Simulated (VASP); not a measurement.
# Sb (Im-3m) in VASP: a series of runs, part 2 of 3

VASP 6.6.1. The steps go on from the part before.

### Step 4. Single point, PBE-based screened hybrid

This run uses another cell than the first one, of 25.99 Å³/atom, 0.972 times its volume.

File POSCAR:

```
Sb
1.0
   -1.8659417348      1.8659417348      1.8659417348
    1.8659417348     -1.8659417348      1.8659417348
    1.8659417348      1.8659417348     -1.8659417348
Sb
1
Direct
    0.0000000000      0.0000000000      0.0000000000
```

File INCAR.step1:

```
SYSTEM = Sb
  PREC = Accurate
  ENCUT = 520
  EDIFF = 1E-5
  ISMEAR = -1
  SIGMA = 0.05
  LREAL = .FALSE.
  LASPH = .TRUE.
  NELM = 80
  ALGO = Normal
  ISIF = 2
  LWAVE = .TRUE.
  LCHARG = .FALSE.
  NBANDS = 8
  GGA = PE
```

File INCAR.step2:

```
SYSTEM = Sb
  PREC = Accurate
  ENCUT = 520
  EDIFF = 1E-6
  ISMEAR = -1
  SIGMA = 0.05
  LREAL = .FALSE.
  LASPH = .TRUE.
  NELM = 80
  ALGO = Normal
  ISIF = 2
  LWAVE = .FALSE.
  LCHARG = .FALSE.
  GGA = PE
  LHFCALC = .TRUE.
  AEXX = 0.25
  HFSCREEN = 0.3
  PRECFOCK = Normal
  NBANDS = 8
  ISTART = 1
```

File KPOINTS:

```
regular mesh
0
G
  5 5 5
  0 0 0
```

Potentials or basis: VASP PAW PBE potentials, release 64 (Sb).

Run with:

```sh
> cat potpaw_PBE.64/Sb/POTCAR > POTCAR
> cp INCAR.step1 INCAR
> mpirun -np 1 vasp_std > vasp.out
> cp INCAR.step2 INCAR
> mpirun -np 1 vasp_std > vasp.out
```

OUTCAR:

```text
SYSTEM = Sb
   PREC = Accurate
   ENCUT = 520
   EDIFF = 1E-6
   ISMEAR = -1
   LREAL = .FALSE.
   LASPH = .TRUE.
   NELM = 80
   ISIF = 2
   GGA = PE
   LHFCALC = .TRUE.
   AEXX = 0.25
   HFSCREEN = 0.3
   PRECFOCK = Normal
   ISTART = 1

 ion  position               nearest neighbor table
   1  0.000  0.000  0.000-

  LATTYP: Found a body centered cubic cell.
 ALAT       =     3.7318834696

  Lattice vectors:

 A1 = (  -1.8659417348,   1.8659417348,   1.8659417348)
 A2 = (   1.8659417348,  -1.8659417348,   1.8659417348)
 A3 = (   1.8659417348,   1.8659417348,  -1.8659417348)

Analysis of symmetry for initial positions (statically):
=====================================================================
 Subroutine PRICEL returns:
 Original cell was already a primitive cell.

 Routine SETGRP: Setting up the symmetry group for a
 body centered cubic supercell.

[... 152 lines left out ...]
  free energy    TOTEN  =        -4.56722584 eV

  energy without entropy =       -4.54087686  energy(sigma->0) =       -4.55405135

 E-fermi :   8.8957     XC(G=0):  -8.7641

 val. band max:        7.1918554109   @ k =   0.2000   0.2000   0.2000
 cond. band min:       8.9005806073   @ k =   0.2000   0.2000   0.0000
 fundamental gap:      1.7087251964
 Fermi energy:         8.8956791942

 k-point     1 :       0.0000    0.0000    0.0000
  band No.  band energies     occupation
      1      -5.6467      2.00000
      2      15.1471      0.00000
      3      15.1471      0.00000
      4      15.1471      0.00000
      5      19.9830      0.00000
      6      19.9830      0.00000
      7      19.9831      0.00000
      8      21.4584      0.00000
[... 89 lines left out ...]
 k-point    10 :      -0.4000    0.4000    0.4000
  band No.  band energies     occupation
      1       1.3495      2.00000
      2       6.7026      2.00000
      3       6.9788      2.00000
      4       6.9788      2.00000
      5      12.3391      0.00000
      6      14.5413      0.00000
      7      24.7781      0.00000
      8      25.4092      0.00000

------------------------ aborting loop because EDIFF is reached ----------------------------------------

  FORCE on cell =-STRESS in cart. coord.  units (eV):
  Direction    XX          YY          ZZ          XY          YZ          ZX
  --------------------------------------------------------------------------------------
  -------------------------------------------------------------------------------------
  Total       -0.1715345     -0.1715345     -0.1715345     -0.0000000     -0.0000000      0.0000000
  in kB      -10.5756709    -10.5756709    -10.5756709     -0.0000000     -0.0000000      0.0000000
  external PRESSURE =     -10.5756709 kB  Pullay stress =       0.0000000 kB

 VOLUME and BASIS-vectors are now :
 -----------------------------------------------------------------------------
  energy-cutoff  :      520.00
  volume of cell :       25.99
      direct lattice vectors                 reciprocal lattice vectors
    -1.865941735  1.865941735  1.865941735     0.000000000  0.267961207  0.267961207
     1.865941735 -1.865941735  1.865941735     0.267961207  0.000000000  0.267961207
     1.865941735  1.865941735 -1.865941735     0.267961207  0.267961207  0.000000000

 POSITION                                       TOTAL-FORCE (eV/Angst)
 -----------------------------------------------------------------------------------
      0.00000      0.00000      0.00000        -0.000000      0.000000     -0.000000
 -----------------------------------------------------------------------------------
    total drift:                                0.000003     -0.000005     -0.000002

  FREE ENERGIE OF THE ION-ELECTRON SYSTEM (eV)
  ---------------------------------------------------
  free  energy   TOTEN  =        -4.5672258440 eV

  energy  without entropy=       -4.5408768630  energy(sigma->0) =       -4.55405135
```

OUTCAR.step1:

```text
SYSTEM = Sb
   PREC = Accurate
   ENCUT = 520
   EDIFF = 1E-5
   ISMEAR = -1
   LREAL = .FALSE.
[... 310 lines left out ...]
 -----------------------------------------------------------------------------------
      0.00000      0.00000      0.00000        -0.000000      0.000000     -0.000000
 -----------------------------------------------------------------------------------
    total drift:                                0.000000      0.000000      0.000000

  FREE ENERGIE OF THE ION-ELECTRON SYSTEM (eV)
  ---------------------------------------------------
  free  energy   TOTEN  =        -3.8753052529 eV

  energy  without entropy=       -3.8493985049  energy(sigma->0) =       -3.86235188
```

OSZICAR.step1:

```text
N       E                     dE             d eps       ncg     rms          rms(c)
DAV:   1     0.576901319462E+01    0.57690E+01   -0.16889E+03   160   0.421E+02
DAV:   2    -0.380257759712E+01   -0.95716E+01   -0.93396E+01   232   0.566E+01
DAV:   3    -0.387941544632E+01   -0.76838E-01   -0.76478E-01   192   0.563E+00
DAV:   4    -0.387964412620E+01   -0.22868E-03   -0.22867E-03   232   0.401E-01
DAV:   5    -0.387964486036E+01   -0.73416E-06   -0.73483E-06   224   0.170E-02    0.186E+00
DAV:   6    -0.387673694506E+01    0.29079E-02   -0.20989E-03   176   0.240E-01    0.107E+00
DAV:   7    -0.387528169866E+01    0.14552E-02   -0.44426E-03   184   0.348E-01    0.642E-02
DAV:   8    -0.387530465882E+01   -0.22960E-04   -0.72924E-05   176   0.643E-02    0.534E-03
DAV:   9    -0.387530525292E+01   -0.59410E-06   -0.81273E-07   168   0.677E-03
   1 F= -.38753053E+01 E0= -.38623519E+01  d E =-.259067E-01
```

Run time: 86 s. Hardware: 1 thread of AMD EPYC 9R45 (Zen 5), shared host; peak memory 0.21 GiB.

What came out:

```
Free energy : -4.5672 eV
Pressure    : -1.1 GPa
```

Levels at points of the mesh, in eV from the Fermi level:
| k point | band 1 | band 2 | band 3 | band 4 | band 5 | band 6 | band 7 |
| --- | --- | --- | --- | --- | --- | --- | --- |
| (0.00, 0.00, 0.00) | -14.54 | 6.25 | 6.25 | 6.25 | 11.09 | 11.09 | 11.09 |

Caveat: the k points lie up to 0.48 Å⁻¹ apart; the PAW data sets were made with another functional, which shifts forces and pressure a little; spin-orbit coupling is left out, which moves the levels of the heavy elements.

### Step 5. Single point, PBEsol-based screened hybrid

This run uses another cell than the first one, of 26.21 Å³/atom, 0.980 times its volume.

File POSCAR:

```
Sb
1.0
   -1.8713408863      1.8713408863      1.8713408863
    1.8713408863     -1.8713408863      1.8713408863
    1.8713408863      1.8713408863     -1.8713408863
Sb
1
Direct
    0.0000000000      0.0000000000      0.0000000000
```

File INCAR.step1:

```
SYSTEM = Sb
ALGO     = Normal         ! electronic algorithm
EDIFF    = 1E-5           ! SCF threshold, eV
ENCUT    = 520            ! plane-wave cutoff, eV
GGA      = PE             ! functional
ISIF     = 2              ! what is computed and relaxed
ISMEAR   = -1             ! smearing method
LASPH    = .True.         ! aspherical terms in the spheres
LREAL    = .False.        ! projectors in reciprocal space
LWAVE    = .True.         ! write WAVECAR
NBANDS   = 8              ! bands
NELM     = 60             ! most SCF steps
PREC     = Accurate       ! precision mode
SIGMA    = 0.05           ! smearing width, eV
```

File INCAR.step2:

```
SYSTEM = Sb
AEXX     = 0.25           ! exact-exchange fraction
ALGO     = Normal         ! electronic algorithm
EDIFF    = 1E-6           ! SCF threshold, eV
ENCUT    = 520            ! plane-wave cutoff, eV
GGA      = PS             ! functional
HFSCREEN = 0.207          ! screening, 1/A
ISIF     = 2              ! what is computed and relaxed
ISMEAR   = -1             ! smearing method
ISTART   = 1            
LASPH    = .True.         ! aspherical terms in the spheres
LCHARG   = .True.         ! write CHGCAR
LELF     = .True.         ! ELF
LHFCALC  = .True.         ! exact exchange
LREAL    = .False.        ! projectors in reciprocal space
LVHAR    = .True.       
LWAVE    = .False.        ! write WAVECAR
NBANDS   = 8              ! bands
NELM     = 60             ! most SCF steps
PREC     = Accurate       ! precision mode
PRECFOCK = Normal       
SIGMA    = 0.05           ! smearing width, eV
```

File KPOINTS:

```
k-points
0
Gamma
  5 5 5
  0 0 0
```

Potentials or basis: VASP PAW PBE potentials, release 64 (Sb).

Run with:

```sh
> cat potpaw_PBE.64/Sb/POTCAR > POTCAR
> cp INCAR.step1 INCAR
> mpirun -np 1 vasp_std > vasp.out
> cp INCAR.step2 INCAR
> mpirun -np 1 vasp_std > vasp.out
```

OUTCAR:

```text
SYSTEM = Sb
   AEXX = 0.25
   EDIFF = 1E-6
   ENCUT = 520
   GGA = PS
   HFSCREEN = 0.207
   ISIF = 2
   ISMEAR = -1
   ISTART = 1
   LASPH = .True.
   LHFCALC = .True.
   LREAL = .False.
   NELM = 60
   PREC = Accurate
   PRECFOCK = Normal

 ion  position               nearest neighbor table
   1  0.000  0.000  0.000-

  LATTYP: Found a body centered cubic cell.
 ALAT       =     3.7426817726

  Lattice vectors:

 A1 = (  -1.8713408863,   1.8713408863,   1.8713408863)
 A2 = (   1.8713408863,  -1.8713408863,   1.8713408863)
 A3 = (   1.8713408863,   1.8713408863,  -1.8713408863)

Analysis of symmetry for initial positions (statically):
=====================================================================
 Subroutine PRICEL returns:
 Original cell was already a primitive cell.

 Routine SETGRP: Setting up the symmetry group for a
 body centered cubic supercell.

 Subroutine GETGRP returns: Found 48 space group operations
 (whereof 48 operations were pure point group operations)
 out of a pool of 48 trial point group operations.

The static configuration has the point symmetry O_h .

Analysis of symmetry for dynamics (positions and initial velocities):
=====================================================================
 Subroutine PRICEL returns:
 Original cell was already a primitive cell.

 Routine SETGRP: Setting up the symmetry group for a
 body centered cubic supercell.

 Subroutine GETGRP returns: Found 48 space group operations
 (whereof 48 operations were pure point group operations)
 out of a pool of 48 trial point group operations.

The dynamic configuration has the point symmetry O_h .

 Subroutine INISYM returns: Found 48 space group operations
 (whereof 48 operations are pure point group operations),
 and found     1 'primitive' translations

[... 104 lines left out ...]
   PRECFOCK=normal    Normal, Fast or Accurate (Low or Medium for compatibility)
   ENCUT4O =  -1.0   cutoff for four orbital integrals eV
   NKREDX  =     1    reduce k-point grid by
   NKREDY  =     1    reduce k-point grid by
   NKREDZ  =     1    reduce k-point grid by
   AEXX    =    0.2500 exact exchange contribution
   HFSCREEN=    0.2070 screening length (either q_TF or 0.3 A-1)
   HFSCREENC=   0.2070 screening length for correlation (either q_TF or 0.3 A-1)
   ENCUTFOCK=  -1.0 apply spherical cutoff to Coloumb kernel
   IVDW    =     0    specifies the selected vdW correction
   LEPSILON=     F    determine dielectric tensor
   LRPA    =     F    only Hartree local field effects (RPA)
 non-spin polarized calculation
  energy-cutoff  :      520.00
  volume of cell :       26.21
 maximum number of plane-waves:       713
  NGX = 20; NGY = 20; NGZ = 20

 number of electron       4.9999999 magnetization

 Free energy of the ion-electron system (eV)
  ---------------------------------------------------
  ext. energy  EPLUGINS =         0.00000000
  ---------------------------------------------------
  free energy    TOTEN  =        -5.04684002 eV

  energy without entropy =       -5.02049418  energy(sigma->0) =       -5.03366710

 E-fermi :   8.6715     XC(G=0):  -8.6358

 val. band max:        6.9302573366   @ k =   0.2000   0.2000   0.2000
 cond. band min:       8.6762942559   @ k =  -0.4000   0.4000   0.2000
 fundamental gap:      1.7460369193
 Fermi energy:         8.6715375531

 k-point     1 :       0.0000    0.0000    0.0000
  band No.  band energies     occupation
      1      -6.0170      2.00000
      2      14.9769      0.00000
      3      14.9769      0.00000
      4      14.9769      0.00000
      5      19.9191      0.00000
      6      19.9191      0.00000
      7      19.9191      0.00000
      8      21.3906      0.00000
[... 89 lines left out ...]
 k-point    10 :      -0.4000    0.4000    0.4000
  band No.  band energies     occupation
      1       0.9434      2.00000
      2       6.4080      2.00000
      3       6.6914      2.00000
      4       6.6914      2.00000
      5      12.2271      0.00000
      6      14.4276      0.00000
      7      24.7275      0.00000
      8      25.3169      0.00000

------------------------ aborting loop because EDIFF is reached ----------------------------------------

  FORCE on cell =-STRESS in cart. coord.  units (eV):
  Direction    XX          YY          ZZ          XY          YZ          ZX
  --------------------------------------------------------------------------------------
  -------------------------------------------------------------------------------------
  Total       -0.6069169     -0.6069169     -0.6069169     -0.0000000     -0.0000000      0.0000000
  in kB      -37.0954870    -37.0954870    -37.0954870     -0.0000000     -0.0000000      0.0000000
  external PRESSURE =     -37.0954870 kB  Pullay stress =       0.0000000 kB

 VOLUME and BASIS-vectors are now :
 -----------------------------------------------------------------------------
  energy-cutoff  :      520.00
  volume of cell :       26.21
      direct lattice vectors                 reciprocal lattice vectors
    -1.871340886  1.871340886  1.871340886     0.000000000  0.267188092  0.267188092
     1.871340886 -1.871340886  1.871340886     0.267188092  0.000000000  0.267188092
     1.871340886  1.871340886 -1.871340886     0.267188092  0.267188092  0.000000000

 POSITION                                       TOTAL-FORCE (eV/Angst)
 -----------------------------------------------------------------------------------
      0.00000      0.00000      0.00000        -0.000000      0.000000      0.000000
 -----------------------------------------------------------------------------------
    total drift:                                0.000004     -0.000005     -0.000001

  FREE ENERGIE OF THE ION-ELECTRON SYSTEM (eV)
  ---------------------------------------------------
  free  energy   TOTEN  =        -5.0468400230 eV

  energy  without entropy=       -5.0204941792  energy(sigma->0) =       -5.03366710
```

It took 98 s on 1 thread of AMD EPYC 9R45 (Zen 5), shared host; peak memory 0.21 GiB.

Results:

* Free energy: -5.0468 eV
* Pressure: -3.7 GPa

Levels at points of the mesh, in eV from the Fermi level:
| k point | band 1 | band 2 | band 3 | band 4 | band 5 | band 6 |
| --- | --- | --- | --- | --- | --- | --- |
| (0.00, 0.00, 0.00) | -14.69 | 6.31 | 6.31 | 6.31 | 11.25 | 11.25 |

Caveat: the k points lie up to 0.47 Å⁻¹ apart; the PAW data sets were made with another functional, which shifts forces and pressure a little; spin-orbit coupling is left out, which moves the levels of the heavy elements.

(Continued in part 3 of 3.)
